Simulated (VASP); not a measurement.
A run of VASP 6.6.1 is set up as follows.

File INCAR:

```
SYSTEM = Bi
  PREC = Accurate
  ENCUT = 520
  EDIFF = 1E-6
  ISMEAR = 0
  SIGMA = 0.05
  LREAL = .False.
  LASPH = .True.
  NELM = 100
  ALGO = Normal
  ISIF = 2
  LWAVE = .False.
  LCHARG = .False.
  GGA = PE
  NBANDS = 14
```

File KPOINTS:

```
regular mesh
0
Gamma
  14 14 14
  0 0 0
```

The input POSCAR:

```
Bi
1.0
    0.0000000000      2.5175009127      2.5175009127
    2.5175009127      0.0000000000      2.5175009127
    2.5175009127      2.5175009127      0.0000000000
Bi
1
Direct
    0.0000000000      0.0000000000      0.0000000000
```

Potentials or basis: VASP PAW PBE potentials, release 64 (Bi_d).

Run with:

```sh
$ cat potpaw_PBE.64/Bi_d/POTCAR > POTCAR
$ mpirun -np 1 vasp_std > vasp.out
```

(1) Predict the pressure.

Answers

(1) -0.1 GPa.
